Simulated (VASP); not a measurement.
# Te2Mo (P1) in VASP: single point with PBE

Aim: the single point of Te2Mo with PBE.

Everything below comes from runs of VASP 6.6.1. Logs are shortened: lines on timing, memory, paths and dates and some standing lists are left out, and cuts for length are marked.

### 1 The cell of the first run

The typed cell holds 3 atoms: a = 7.352 Å, b = 7.352 Å, c = 7.352 Å, α = 27.56°, β = 27.56°, γ = 27.56°.

### 2 Single point, PBE

File INCAR:

```
PREC = Accurate
ENCUT = 520
EDIFF = 1E-6
ISMEAR = -1
SIGMA = 0.086
LREAL = F
LASPH = T
NELM = 60
ALGO = Normal
ISIF = 2
LWAVE = F
LCHARG = T
GGA = PE
LELF = T
LVHAR = T
NBANDS = 20
```

File KPOINTS:

```
Automatic mesh
0
Gamma
  4 4 4
```

File POSCAR:

```
Te2Mo
1.0
    1.7509539888      1.0109137567      7.0687660149
   -1.7509539888      1.0109137567      7.0687660149
    0.0000000000     -2.0218275135      7.0687660149
Mo Te
1 2
Direct
   -0.0054129754     -0.0116164508      0.0153973168
    0.2714753663      0.1934184894      0.2596846618
    0.7325948528      0.8153166153      0.7287372377
```

Potentials or basis: VASP PAW PBE potentials, release 64 (Mo_sv, Te).

Run with:

```sh
$ cat potpaw_PBE.64/Mo_sv/POTCAR potpaw_PBE.64/Te/POTCAR > POTCAR
$ mpirun -np 1 vasp_std > vasp.out
```

OUTCAR:

```text
PREC = Accurate
   ENCUT = 520
   EDIFF = 1E-6
   ISMEAR = -1
   LREAL = F
   LASPH = T
   NELM = 60
   ISIF = 2
   GGA = PE

 ion  position               nearest neighbor table
   1  0.995  0.988  0.015-   2 2.72   3 2.73   3 2.78   2 2.80   2 2.88   3 2.97
   2  0.271  0.193  0.260-   1 2.72   1 2.80   1 2.88   3 3.68
   3  0.733  0.815  0.729-   1 2.73   1 2.78   1 2.97   2 3.68

  LATTYP: Found a trigonal (rhomboedric) cell.
 ALAT       =     7.3522268373
 COS(alpha) =     0.8865664124

  Lattice vectors:

 A1 = (   1.7509539888,   1.0109137567,   7.0687660149)
 A2 = (  -1.7509539888,   1.0109137567,   7.0687660149)
 A3 = (   0.0000000000,  -2.0218275135,   7.0687660149)

Analysis of symmetry for initial positions (statically):
=====================================================================
 Subroutine PRICEL returns:
 Original cell was already a primitive cell.

 Routine SETGRP: Setting up the symmetry group for a
 trigonal (rhombohedral) supercell.

 Subroutine GETGRP returns: Found  1 space group operations
 (whereof  1 operations were pure point group operations)
 out of a pool of 12 trial point group operations.

The static configuration has the point symmetry C_1 .

Analysis of symmetry for dynamics (positions and initial velocities):
=====================================================================
 Subroutine PRICEL returns:
 Original cell was already a primitive cell.

 Routine SETGRP: Setting up the symmetry group for a
 trigonal (rhombohedral) supercell.

 Subroutine GETGRP returns: Found  1 space group operations
 (whereof  1 operations were pure point group operations)
 out of a pool of 12 trial point group operations.

The dynamic configuration has the point symmetry C_1 .

 Subroutine INISYM returns: Found  1 space group operations
 (whereof  1 operations are pure point group operations),
 and found     1 'primitive' translations

----------------------------------------------------------------------------------------

                                     Primitive cell

  volume of cell :      75.0730

  direct lattice vectors                    reciprocal lattice vectors
     1.750953989  1.010913757  7.068766015     0.285558617  0.164867345  0.047155802
    -1.750953989  1.010913757  7.068766015    -0.285558617  0.164867345  0.047155802
     0.000000000 -2.021827513  7.068766015     0.000000000 -0.329734689  0.047155802

  length of vectors
[... 77 lines left out ...]
   ICHARG =      2    charge: 1-file 2-atom 10-const
   ISPIN  =      1    spin polarized calculation?
   LNONCOLLINEAR =      F non collinear calculations
   LSORBIT =      F    spin-orbit coupling
   LASPH  =      T    aspherical Exc in radial PAW
   ENCUT  =  520.0 eV  38.22 Ry    6.18 a.u.  13.67 13.67 13.67*2*pi/ulx,y,z
   NELM   =     60;   NELMIN=  2; NELMDL= -5     # of ELM steps
   EDIFF  = 0.1E-05   stopping-criterion for ELM
   LREAL  =      F    real-space projection
   EDIFFG = 0.1E-04   stopping-criterion for IOM
   NSW    =      0    number of steps for IOM
   IBRION =     -1    ionic relax: 0-MD 1-quasi-New 2-CG
   NFREE  =      0    steps in history (QN), initial steepest desc. (CG)
   ISIF   =      2    stress and relaxation
   ISYM   =      2    0-nonsym 1-usesym 2-fastsym
   POTIM  = 0.5000    time-step for ionic-motion
   TEBEG  =    0.0;   TEEND  =   0.0 temperature during run
   PSTRESS=    0.0 pullay stress
   NELECT =      26.0000    total number of electrons
   NUPDOWN=      -1.0000    fix difference up-down
   EMIN   =  10.00;   EMAX   =-10.00  energy-range for DOS
   EFERMI =   0.00;   METHOD = LEGACY
   ISMEAR =    -1;   SIGMA  =   0.09  broadening in eV -4-tet -1-fermi 0-gaus
   EFERMI_NEDOS =   21; number of points for ismear=-14 and -15
   IALGO  =     38    algorithm
   IMIX   =      4    mixing-type and parameters
     AMIX     =   0.40;   BMIX     =  1.00
     AMIX_MAG =   1.60;   BMIX_MAG =  1.00
  volume/ion in A,a.u.               =      25.02       168.87
  Fermi-wavevector in a.u.,A,eV,Ry     =   1.149665  2.172552 17.983229  1.321730
  Thomas-Fermi vector in A             =   2.286334
   LORBIT       =      0    0 simple, 1 ext, 2 COOP (PROOUT), +10 PAW based schemes
   GGA     = PE    functional components
   LHFCALC =     F    Hartree Fock is set to
   AEXX    =    0.0000 exact exchange contribution
   IVDW    =     0    specifies the selected vdW correction
   LEPSILON=     F    determine dielectric tensor
   LRPA    =     F    only Hartree local field effects (RPA)
 non-spin polarized calculation
  energy-cutoff  :      520.00
  volume of cell :       75.07
 maximum number of plane-waves:      2054
 NGX is ok and might be reduce to    56
   NGX = 27   NGY = 27   NGZ = 27

 number of electron      26.0000001 magnetization

 Free energy of the ion-electron system (eV)
  ---------------------------------------------------
  ext. energy  EPLUGINS =         0.00000000
  ---------------------------------------------------
  free energy    TOTEN  =       -17.30476884 eV

  energy without entropy =      -17.25736184  energy(sigma->0) =      -17.28106534

 E-fermi :   8.5437     XC(G=0): -10.5469

 val. band max:        8.4377317250   @ k =   0.2500   0.0000  -0.2500
 cond. band min:       8.6160207089   @ k =   0.0000  -0.2500   0.5000
 fundamental gap:      0.1782889838
 Fermi energy:         8.5437404436

 k-point     1 :       0.0000    0.0000    0.0000
  band No.  band energies     occupation
      1     -52.6683      2.00000
      2     -26.8134      2.00000
      3     -26.7192      2.00000
      4     -26.6330      2.00000
      5      -4.8177      2.00000
      6      -3.5797      2.00000
[... 541 lines left out ...]
     19      14.6596      0.00000
     20      15.7072      0.00000

 [... further k-points ...]
[... 5 lines left out ...]
  --------------------------------------------------------------------------------------
  -------------------------------------------------------------------------------------
  Total       -1.1589959     -0.5992509     -2.3487002      0.5602908     -0.9367056      1.8702410
  in kB      -24.7348222    -12.7889711    -50.1250106     11.9574992    -19.9907924     39.9139270
  external PRESSURE =     -29.2162680 kB  Pullay stress =       0.0000000 kB

 VOLUME and BASIS-vectors are now :
 -----------------------------------------------------------------------------
  energy-cutoff  :      520.00
  volume of cell :       75.07
      direct lattice vectors                 reciprocal lattice vectors
     1.750953989  1.010913757  7.068766015     0.285558617  0.164867345  0.047155802
    -1.750953989  1.010913757  7.068766015    -0.285558617  0.164867345  0.047155802
     0.000000000 -2.021827513  7.068766015     0.000000000 -0.329734689  0.047155802

 POSITION                                       TOTAL-FORCE (eV/Angst)
 -----------------------------------------------------------------------------------
      0.01086      1.97348     14.12600         0.072679      0.349777      0.043852
      0.13667     -0.05507      5.12188        -0.607271      0.110339      0.795211
     -0.14484      0.09142     16.09310         0.534593     -0.460115     -0.839063
 -----------------------------------------------------------------------------------
    total drift:                                0.000008      0.000062      0.000013

  FREE ENERGIE OF THE ION-ELECTRON SYSTEM (eV)
  ---------------------------------------------------
  free  energy   TOTEN  =       -17.3047688433 eV

  energy  without entropy=      -17.2573618390  energy(sigma->0) =      -17.28106534
```

OSZICAR:

```text
N       E                     dE             d eps       ncg     rms          rms(c)
DAV:   1     0.157918360609E+03    0.15792E+03   -0.12213E+04  1512   0.116E+03
DAV:   2    -0.115673994777E+02   -0.16949E+03   -0.16508E+03  1784   0.278E+02
DAV:   3    -0.178471156699E+02   -0.62797E+01   -0.61783E+01  1736   0.477E+01
DAV:   4    -0.179361737537E+02   -0.89058E-01   -0.88997E-01  1708   0.596E+00
DAV:   5    -0.179378236183E+02   -0.16499E-02   -0.16498E-02  1724   0.779E-01    0.134E+01
DAV:   6    -0.176073093315E+02    0.33051E+00   -0.47726E+00  1500   0.115E+01    0.615E+00
DAV:   7    -0.174455126048E+02    0.16180E+00   -0.32358E+00  1496   0.810E+00    0.381E+00
DAV:   8    -0.173047796190E+02    0.14073E+00   -0.67192E-01  1536   0.399E+00    0.134E+00
DAV:   9    -0.173060460680E+02   -0.12664E-02   -0.36446E-02  1632   0.102E+00    0.477E-01
DAV:  10    -0.173047953261E+02    0.12507E-02   -0.95030E-03  1520   0.630E-01    0.161E-01
DAV:  11    -0.173048044462E+02   -0.91202E-05   -0.31137E-04  1648   0.108E-01    0.694E-02
DAV:  12    -0.173047715350E+02    0.32911E-04   -0.40481E-05  1540   0.456E-02    0.450E-02
DAV:  13    -0.173047688607E+02    0.26743E-05   -0.23184E-05  1628   0.301E-02    0.897E-03
DAV:  14    -0.173047688433E+02    0.17380E-07   -0.13465E-06   904   0.729E-03
   1 F= -.17304769E+02 E0= -.17281065E+02  d E =-.474070E-01
```

Run time: 1.7 min. Hardware: 1 thread of AMD EPYC 9R45 (Zen 5), shared host; peak memory 0.39 GiB.

What came out:

```
Free energy            : -17.3048 eV
Pressure               : -2.9 GPa
Largest force          : 1.096 eV/Å
Band gap on the k mesh : 0.18 eV, indirect (least direct gap 0.19 eV)
```

Forces in eV/Å, atoms in the order of the input:
```
Mo   0.073  0.350  0.044
Te  -0.607  0.110  0.795
Te   0.535 -0.460 -0.839
```

Caveat: the k points lie up to 0.52 Å⁻¹ apart; spin-orbit coupling is left out, which moves the levels of the heavy elements; forces of over 1 eV/Å act on the atoms, so gaps and moduli don't describe the material at rest.
